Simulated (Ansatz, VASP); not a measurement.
# Two plane-wave programs on Ba

```
CELL_PARAMETERS angstrom
0.00000 3.15096 3.15096
3.15096 0.00000 3.15096
3.15096 3.15096 0.00000
ATOMIC_POSITIONS crystal
Ba 0.00000 0.00000 0.00000
```

Alike in both runs: task single point; functional revPBE; k mesh 14 × 14 × 14; occupations fermi-dirac, width 0.1 eV; no spin polarisation.

|  | VASP | Ansatz |
| --- | --- | --- |
| version | VASP 6.6.1 | Ansatz 0.2.0 |
| potentials or method | VASP PAW PBE potentials, release 64 (Ba_sv), cutoff 520 eV | plane waves (420 eV) with PAW, scalar-relativistic |
| valence electrons in the cell | 10 | 10 |

Ansatz gave:

```
pressure (GPa) : 0.7
```

Question: What did VASP give for the same quantities?

Answer: Pressure (GPa): 0.8.

VASP's potentials were made for PBE, not for revPBE.

Neither program's run includes spin-orbit coupling.
